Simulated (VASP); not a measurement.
# Si in VASP: a series of runs

Runs on Si. Level: PBEsol. Tasks: single point.

All numbers are computed with VASP 6.6.1; they aren't measurements. Logs are shortened: lines on timing, memory, paths and dates and some standing lists are left out, and cuts for length are marked.

**1. The cell of the first run**

The cell holds a slab with vacuum, 6 atoms: a = 3.842 Å, b = 5.434 Å, c = 19.842 Å, α = 90.00°, β = 90.00°, γ = 90.00°.

**2. Single point, PBEsol**

Input file INCAR:

```
  PREC = Accurate
  ENCUT = 520
  EDIFF = 1E-6
  ISMEAR = -1
  SIGMA = 0.02
  LREAL = F
  LASPH = T
  NELM = 60
  ALGO = Normal
  ISIF = 2
  LWAVE = F
  LCHARG = F
  LDIPOL = T
  IDIPOL = 3
  DIPOL = 0.5 0.5 0.500
  GGA = PS
  NBANDS = 21
```

Input file KPOINTS:

```
Automatic mesh
0
Gamma
  7 5 1
```

Input file POSCAR:

```
Si
1.0
    3.8424174388      0.0000000000      0.0000000000
    0.0000000000      5.4339988542      0.0000000000
    0.0000000000      0.0000000000     19.8424000000
Si
6
Direct
    0.7500000000      0.1162686434      0.4071917940
    0.2500000000      0.8837313566      0.4071917940
    0.2500000000      0.6227057039      0.5000000019
    0.7500000000      0.3772942961      0.5000000019
    0.7500000000      0.1162686382      0.5928082041
    0.2500000000      0.8837313618      0.5928082041
```

Potentials or basis: VASP PAW PBE potentials, release 64 (Si).

On the command line:

```
> cat potpaw_PBE.64/Si/POTCAR > POTCAR
> mpirun -np 1 vasp_std > vasp.out
```

OUTCAR:

```text
PREC = Accurate
   ENCUT = 520
   EDIFF = 1E-6
   ISMEAR = -1
   LREAL = F
   LASPH = T
   NELM = 60
   ISIF = 2
   GGA = PS

 ion  position               nearest neighbor table
   1  0.750  0.116  0.407-   2 2.30   2 2.30   4 2.32
   2  0.250  0.884  0.407-   1 2.30   1 2.30   3 2.32
   3  0.250  0.623  0.500-   6 2.32   2 2.32   4 2.34   4 2.34
   4  0.750  0.377  0.500-   5 2.32   1 2.32   3 2.34   3 2.34
   5  0.750  0.116  0.593-   6 2.30   6 2.30   4 2.32
   6  0.250  0.884  0.593-   5 2.30   5 2.30   3 2.32

  LATTYP: Found a simple orthorhombic cell.
 ALAT       =     3.8424174388
 B/A-ratio  =     1.4142135624
 C/A-ratio  =     5.1640406895

  Lattice vectors:

 A1 = (   3.8424174388,   0.0000000000,   0.0000000000)
 A2 = (   0.0000000000,   5.4339988542,   0.0000000000)
 A3 = (   0.0000000000,   0.0000000000,  19.8424000000)

Analysis of symmetry for initial positions (statically):
=====================================================================
 Subroutine PRICEL returns:
 Original cell was already a primitive cell.

 Routine SETGRP: Setting up the symmetry group for a
 simple orthorhombic supercell.

 Subroutine GETGRP returns: Found  8 space group operations
 (whereof  4 operations were pure point group operations)
 out of a pool of  8 trial point group operations.

The static configuration has the point symmetry C_2h.
 The point group associated with its full space group is D_2h.

Analysis of symmetry for dynamics (positions and initial velocities):
=====================================================================
 Subroutine PRICEL returns:
 Original cell was already a primitive cell.

 Routine SETGRP: Setting up the symmetry group for a
 simple orthorhombic supercell.

 Subroutine GETGRP returns: Found  8 space group operations
 (whereof  4 operations were pure point group operations)
 out of a pool of  8 trial point group operations.

The dynamic configuration has the point symmetry C_2h.
 The point group associated with its full space group is D_2h.

 Subroutine INISYM returns: Found  8 space group operations
 (whereof  4 operations are pure point group operations),
 and found     1 'primitive' translations

----------------------------------------------------------------------------------------

                                     Primitive cell

  volume of cell :     414.3032

  direct lattice vectors                    reciprocal lattice vectors
     3.842417439  0.000000000  0.000000000     0.260252827  0.000000000  0.000000000
     0.000000000  5.433998854  0.000000000     0.000000000  0.184026539  0.000000000
     0.000000000  0.000000000 19.842400000     0.000000000  0.000000000  0.050397129

  length of vectors
     3.842417439  5.433998854 19.842400000     0.260252827  0.184026539  0.050397129

  position of ions in fractional coordinates (direct lattice)
     0.750000000  0.116268643  0.407191794
     0.250000000  0.883731357  0.407191794
     0.250000000  0.622705704  0.500000002
     0.750000000  0.377294296  0.500000002
     0.750000000  0.116268638  0.592808204
     0.250000000  0.883731362  0.592808204

  ion indices of the primitive-cell ions
   primitive index   ion index
                 1           1
                 2           2
                 3           3
                 4           4
                 5           5
                 6           6

----------------------------------------------------------------------------------------

 KPOINTS: Automatic mesh

Automatic generation of k-mesh.
 Grid dimensions read from file:
 generate k-points for:    7    5    1

 Generating k-lattice:

  Cartesian coordinates                     Fractional coordinates (reciprocal lattice)
     0.037178975  0.000000000  0.000000000     0.142857143  0.000000000  0.000000000
     0.000000000  0.036805308  0.000000000     0.000000000  0.200000000  0.000000000
     0.000000000  0.000000000  0.050397129     0.000000000  0.000000000  1.000000000

  Length of vectors
     0.037178975  0.036805308  0.050397129

  Shift w.r.t. Gamma in fractional coordinates (k-lattice)
     0.000000000  0.000000000  0.000000000

 Subroutine IBZKPT returns following result:
 ===========================================

 Found     12 irreducible k-points:

 Following reciprocal coordinates:
            Coordinates               Weight
  0.000000  0.000000  0.000000      1.000000
  0.142857  0.000000  0.000000      2.000000
  0.285714  0.000000  0.000000      2.000000
  0.428571  0.000000  0.000000      2.000000
  0.000000  0.200000  0.000000      2.000000
  0.142857  0.200000  0.000000      4.000000
  0.285714  0.200000  0.000000      4.000000
  0.428571  0.200000  0.000000      4.000000
  0.000000  0.400000  0.000000      2.000000
  0.142857  0.400000  0.000000      4.000000
  0.285714  0.400000  0.000000      4.000000
  0.428571  0.400000  0.000000      4.000000
   k-points           NKPTS =     12   k-points in BZ     NKDIM =     12   number of bands    NBANDS=     21
   number of dos      NEDOS =    301   number of ions     NIONS =      6
   total plane-waves  NPLWV = 180000
   dimension x,y,z NGX =    30 NGY =   40 NGZ =  150
   dimension x,y,z NGXF=    60 NGYF=   80 NGZF=  300
   ions per type =               6
   NGX,Y,Z   is equivalent  to a cutoff of  12.98, 12.24, 12.57 a.u.
   NGXF,Y,Z  is equivalent  to a cutoff of  25.96, 24.47, 25.13 a.u.
 SYSTEM =  unknown system
   PREC   = accura    normal or accurate (medium, high low for compatibility)
   ISTART =      0    job   : 0-new  1-cont  2-samecut
   ICHARG =      2    charge: 1-file 2-atom 10-const
   ISPIN  =      1    spin polarized calculation?
   LNONCOLLINEAR =      F non collinear calculations
   LSORBIT =      F    spin-orbit coupling
   LASPH  =      T    aspherical Exc in radial PAW
   ENCUT  =  520.0 eV  38.22 Ry    6.18 a.u.   7.14 10.10 36.89*2*pi/ulx,y,z
   NELM   =     60;   NELMIN=  2; NELMDL= -5     # of ELM steps
   EDIFF  = 0.1E-05   stopping-criterion for ELM
   LREAL  =      F    real-space projection
   EDIFFG = 0.1E-04   stopping-criterion for IOM
   NSW    =      0    number of steps for IOM
   IBRION =     -1    ionic relax: 0-MD 1-quasi-New 2-CG
   NFREE  =      0    steps in history (QN), initial steepest desc. (CG)
   ISIF   =      2    stress and relaxation
   ISYM   =      2    0-nonsym 1-usesym 2-fastsym
   POTIM  = 0.5000    time-step for ionic-motion
   TEBEG  =    0.0;   TEEND  =   0.0 temperature during run
   PSTRESS=    0.0 pullay stress
   NELECT =      24.0000    total number of electrons
   NUPDOWN=      -1.0000    fix difference up-down
   EMIN   =  10.00;   EMAX   =-10.00  energy-range for DOS
   EFERMI =   0.00;   METHOD = LEGACY
   ISMEAR =    -1;   SIGMA  =   0.02  broadening in eV -4-tet -1-fermi 0-gaus
   EFERMI_NEDOS =   21; number of points for ismear=-14 and -15
   IALGO  =     38    algorithm
   IMIX   =      4    mixing-type and parameters
     AMIX     =   0.40;   BMIX     =  1.00
     AMIX_MAG =   1.60;   BMIX_MAG =  1.00
  volume/ion in A,a.u.               =      69.05       465.98
  Fermi-wavevector in a.u.,A,eV,Ry     =   0.633440  1.197029  5.459295  0.401247
  Thomas-Fermi vector in A             =   1.697098
   LORBIT       =      0    0 simple, 1 ext, 2 COOP (PROOUT), +10 PAW based schemes
   GGA     = PS    functional components
   LHFCALC =     F    Hartree Fock is set to
   AEXX    =    0.0000 exact exchange contribution
   IVDW    =     0    specifies the selected vdW correction
   LEPSILON=     F    determine dielectric tensor
   LRPA    =     F    only Hartree local field effects (RPA)
 non-spin polarized calculation
  energy-cutoff  :      520.00
  volume of cell :      414.30
 maximum number of plane-waves:     11189
 NGX is ok and might be reduce to    30
   NGX = 15   NGY = 21   NGZ = 73

 dipolmoment           0.000000      0.000000      0.000000 electrons x Angstroem

 number of electron      24.0000000 magnetization

 dipolmoment           0.000000      0.000000     -0.000000 electrons x Angstroem

 Free energy of the ion-electron system (eV)
  ---------------------------------------------------
  ext. energy  EPLUGINS =         0.00000000
  ---------------------------------------------------
  free energy    TOTEN  =       -30.10639182 eV

  energy without entropy =      -30.09876732  energy(sigma->0) =      -30.10257957

 E-fermi :  -1.8247     XC(G=0):  -3.6232

 val. band max:       -1.8527583385   @ k =   0.1429   0.0000   0.0000
 cond. band min:      -1.8120079392   @ k =   0.2857   0.4000   0.0000
 fundamental gap:      0.0407503994
 Fermi energy:        -1.8246510468

 k-point     1 :       0.0000    0.0000    0.0000
  band No.  band energies     occupation
      1     -13.2057      2.00000
      2     -11.4273      2.00000
      3      -9.9407      2.00000
      4      -8.8470      2.00000
      5      -6.2541      2.00000
      6      -5.0765      2.00000
[... 13 lines left out ...]
     20       2.6391      0.00000
     21       2.7186      0.00000

 k-point     2 :       0.1429    0.0000    0.0000
  band No.  band energies     occupation
      1     -13.0255      2.00000
      2     -11.2409      2.00000
      3      -9.7488      2.00000
      4      -8.9545      2.00000
      5      -6.4203      2.00000
      6      -5.1241      2.00000
[... 13 lines left out ...]
     20       2.4538      0.00000
     21       2.9796      0.00000

 k-point     3 :       0.2857    0.0000    0.0000
  band No.  band energies     occupation
      1     -12.4934      2.00000
      2     -10.6870      2.00000
      3      -9.5124      2.00000
      4      -9.1761      2.00000
      5      -7.2784      2.00000
      6      -5.8334      2.00000
[... 13 lines left out ...]
     20       3.3458      0.00000
     21       3.5514      0.00000
[... 169 lines left out ...]
 k-point    11 :       0.2857    0.4000    0.0000
  band No.  band energies     occupation
      1     -11.8810      2.00000
      2     -11.1610      2.00000
      3     -10.5447      2.00000
      4      -7.7749      2.00000
      5      -7.5754      2.00000
      6      -6.8874      2.00000
[... 13 lines left out ...]
     20       3.4841      0.00000
     21       3.9901      0.00000

 k-point    12 :       0.4286    0.4000    0.0000
  band No.  band energies     occupation
      1     -11.1659      2.00000
      2     -10.7594      2.00000
      3      -9.6588      2.00000
      4      -8.5886      2.00000
      5      -8.5304      2.00000
      6      -8.1478      2.00000
[... 13 lines left out ...]
     20       3.1088      0.00000
     21       3.2451      0.00000

------------------------ aborting loop because EDIFF is reached ----------------------------------------

 vacuum level on the upper side and lower side of the slab       (xc-potential included)        -0.290        -0.290

  FORCE on cell =-STRESS in cart. coord.  units (eV):
  Direction    XX          YY          ZZ          XY          YZ          ZX
  --------------------------------------------------------------------------------------
  -------------------------------------------------------------------------------------
  Total        0.5360507      0.7136702      0.0583509      0.0000000      0.0000000      0.0000000
  in kB        2.0729947      2.7598777      0.2256522      0.0000000      0.0000000      0.0000000
  external PRESSURE =       1.6861749 kB  Pullay stress =       0.0000000 kB

 VOLUME and BASIS-vectors are now :
 -----------------------------------------------------------------------------
  energy-cutoff  :      520.00
  volume of cell :      414.30
      direct lattice vectors                 reciprocal lattice vectors
     3.842417439  0.000000000  0.000000000     0.260252827  0.000000000  0.000000000
     0.000000000  5.433998854  0.000000000     0.000000000  0.184026539  0.000000000
     0.000000000  0.000000000 19.842400000     0.000000000  0.000000000  0.050397129

 POSITION                                       TOTAL-FORCE (eV/Angst)
 -----------------------------------------------------------------------------------
      2.88181      0.63180      8.07966         0.000000      0.002506     -0.008488
      0.96060      4.80220      8.07966         0.000000     -0.002506     -0.008488
      0.96060      3.38378      9.92120         0.000000     -0.000691      0.000000
      2.88181      2.05022      9.92120         0.000000      0.000691      0.000000
      2.88181      0.63180     11.76274         0.000000      0.002506      0.008488
      0.96060      4.80220     11.76274         0.000000     -0.002506      0.008488
 -----------------------------------------------------------------------------------
    total drift:                                0.000000     -0.000000      0.000002

  FREE ENERGIE OF THE ION-ELECTRON SYSTEM (eV)
  ---------------------------------------------------
  free  energy   TOTEN  =       -30.1063918172 eV

  energy  without entropy=      -30.0987673171  energy(sigma->0) =      -30.10257957

 vacuum level on the upper side and lower side of the slab         2.362         2.362
```

Run time: 3.4 min. Hardware: 1 thread of AMD EPYC, shared host; peak memory 0.4 GiB.

What came out:

* Free energy: -30.1064 eV
* Largest force: 0.009 eV/Å
* Band gap on the k mesh: zero (band 12 reaches -1.61 eV, above the bottom of band 13 at -1.89 eV)

Forces on the atoms (eV/Å):
```
Si   0.000  0.003 -0.008
Si   0.000 -0.003 -0.008
Si   0.000 -0.001  0.000
Si   0.000  0.001  0.000
Si   0.000  0.003  0.008
Si   0.000 -0.003  0.008
```

Caveat: the PAW data sets were made with another functional, which shifts forces and pressure a little.

**3. Single point, PBEsol**

Input file INCAR:

```
PREC     = Accurate       # precision mode
ENCUT    = 520            # plane-wave cutoff, eV
EDIFF    = 1E-6           # SCF threshold, eV
ISMEAR   = -1             # smearing method
SIGMA    = 0.02           # smearing width, eV
LREAL    = F              # projectors in reciprocal space
LASPH    = T              # aspherical terms in the spheres
NELM     = 60             # most SCF steps
ALGO     = Normal         # electronic algorithm
ISIF     = 2              # what is computed and relaxed
LWAVE    = F              # write WAVECAR
LCHARG   = F              # write CHGCAR
GGA      = PS             # functional
NBANDS   = 21             # bands
```

KPOINTS is that of step 2.

POSCAR is that of step 2.

Potentials or basis: VASP PAW PBE potentials, release 64 (Si).

On the command line:

```
> cat potpaw_PBE.64/Si/POTCAR > POTCAR
> mpirun -np 1 vasp_std > vasp.out
```

It took 3.3 min on 1 thread of AMD EPYC, shared host; peak memory 0.4 GiB.

The run converged. Its results:

```
Free energy            : -30.1064 eV
Largest force          : 0.009 eV/Å
Band gap on the k mesh : zero (band 12 reaches -1.61 eV, above the bottom of band 13 at -1.89 eV)
```

Forces in eV/Å, atoms in the order of the input:
```
Si   0.000  0.003 -0.008
Si   0.000 -0.003 -0.008
Si   0.000 -0.001  0.000
Si   0.000  0.001  0.000
Si   0.000  0.003  0.008
Si   0.000 -0.003  0.008
```

Levels at points of the mesh, in eV from the Fermi level:
| k point | band 8 | band 9 | band 10 | band 11 | band 12 | band 13 | band 14 | band 15 | band 16 | band 17 |
| --- | --- | --- | --- | --- | --- | --- | --- | --- | --- | --- |
| (0.00, 0.00, 0.00) | -2.49 | -1.34 | -0.73 | -0.35 | -0.34 | 0.35 | 1.09 | 2.15 | 2.50 | 3.03 |

Caveat: the PAW data sets were made with another functional, which shifts forces and pressure a little.
